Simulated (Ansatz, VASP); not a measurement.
**One calculation of NaH, two programs**

```xyz
2
Lattice="0.0000 2.3975 2.3975 2.3975 0.0000 2.3975 2.3975 2.3975 0.0000" Properties=species:S:1:pos:R:3 pbc="T T T"
Na    0.0000    0.0000    0.0000
H     2.3975    2.3975    2.3975
```

Alike in both runs: task single point; functional PBE-based screened hybrid; k mesh 4 × 4 × 4; no spin polarisation.

|  | VASP | Ansatz |
| --- | --- | --- |
| version | VASP 6.6.1 | Ansatz 0.2.0 |
| potentials or method | VASP PAW PBE potentials, release 64 (Na_pv, H) | plane waves |
| plane-wave cutoff (eV) | 520 | 420 |
| occupations | gaussian, width 0.01 eV | fixed |
| valence electrons in the cell | 8 | 10 |

Ansatz gave:

- gap on the k mesh at the Fermi level (eV): 4.35
- pressure (GPa): 0.4

What did VASP give for the same quantities?

gap on the k mesh at the Fermi level (eV): 4.36; pressure (GPa): 0.5.

VASP's potentials were made for PBE, not for PBE-based screened hybrid. VASP's potentials hold 8 valence electrons a cell and Ansatz's 10, so a difference there can come from the potentials and not from the codes. Ansatz's warnings: stress exchange threshold loose, stress scf threshold loose.

The k mesh is coarse, so the values compare programs but aren't converged.
